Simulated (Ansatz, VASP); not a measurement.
Y: VASP beside Ansatz

```xyz
1
Lattice="0.0000 2.5316 2.5316 2.5316 0.0000 2.5316 2.5316 2.5316 0.0000" Properties=species:S:1:pos:R:3 pbc="T T T"
Y     0.0000    0.0000    0.0000
```

Alike in both runs: task single point; functional PBE; k mesh 14 × 14 × 14; occupations gaussian, width 0.05 eV; no spin polarisation.

|  | VASP | Ansatz |
| --- | --- | --- |
| version | VASP 6.6.1 | Ansatz 0.2.0 |
| potentials or method | VASP PAW PBE potentials, release 64 (Y_sv), cutoff 500 eV | scalar-relativistic, plane waves, PAW |
| valence electrons in the cell | 11 | 11 |

```csv
,VASP,Ansatz,Ansatz less VASP
gap on the k mesh at the Fermi level (eV),none,none,-
pressure (GPa),-0.1,0.0,+0.14
```

A gap of «none» marks a metal or a gap that the smearing closes. The functional is the same, so the differences come from potentials, cutoffs and numerics.
